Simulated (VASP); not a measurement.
Set up this calculation in VASP 6.6.1, as the native input.

```yaml
Task: relaxation of cell and atoms
Functional: PBE
Potentials_or_basis: VASP PAW PBE potentials, release 64 (Sb, Te, O)
Cutoff: 600 eV
k_mesh: 6 × 6 × 4
Occupations: gaussian, width 0.1 eV
Spin: no spin polarisation
Dipole_correction: no
Further_INCAR_settings: ALGO = Normal; EDIFF = 1e-06; IBRION = 2; EDIFFG = -0.04; NSW = 90; ISIF = 3
```

The structure of SbTe2O lies in POSCAR:

```
SbTe2O
1.0
    4.5693620300      0.0000000000      0.0000000000
   -2.2846810200      3.9571836000      0.0000000000
    0.0000000000      0.0000000000      5.7860244100
Sb Te O
1 2 1
Direct
    0.6666666700      0.3333333300      0.5000000000
    0.0000000000      0.0000000000      0.2501881100
    0.0000000000      0.0000000000      0.7498118900
    0.3333333300      0.6666666700      0.0000000000
```

The cell was generated, and may not be a known phase.

These files were run (other wordings do the same):

INCAR

```
SYSTEM = SbTe2O
PREC = Accurate
ENCUT = 600
EDIFF = 1E-6
ISMEAR = 0
SIGMA = 0.1
LREAL = .FALSE.
LASPH = .TRUE.
NELM = 80
ALGO = Normal
ISIF = 3
LWAVE = .FALSE.
LCHARG = .FALSE.
GGA = PE
IBRION = 2
NSW = 90
EDIFFG = -0.04
```

KPOINTS

```
regular mesh
0
G
  6 6 4
  0 0 0
```

Potentials or basis: VASP PAW PBE potentials, release 64 (Sb, Te, O).

The run is started by

```sh
$ cat potpaw_PBE.64/Sb/POTCAR potpaw_PBE.64/Te/POTCAR potpaw_PBE.64/O/POTCAR > POTCAR
$ mpirun -np 1 vasp_std > vasp.out
```

Results of the run:

| Quantity | Value |
| --- | --- |
| Relaxed volume | 24.15 Å³/atom |
| Relaxed cell | a = 4.021 Å, b = 4.021 Å, c = 6.899 Å, α = 90.00°, β = 90.00°, γ = 120.00° |
| Space group after relaxing (to 0.1 Å) | P-6m2 (No. 187) |
| Energy gained by relaxing | 264.4 meV/atom |
| Ionic steps | 12 |
| Pressure after relaxing | 0.0 GPa |
| Largest force after relaxing | 0.027 eV/Å |
| Band gap on the k mesh | zero (an odd number of electrons rules out a gap without spin polarisation) |

Caveat: a cell axis changed by over 15 % at a fixed basis, so the end point is rough; spin-orbit coupling is left out, which moves the levels of the heavy elements; an odd number of electrons without spin polarisation forces a metal; a magnetic or distorted state may lie lower.

Wall time 8.3 min on 1 thread of Intel(R) Xeon(R) Platinum 8488C (Sapphire Rapids) (shared host), peak memory 0.31 GiB.
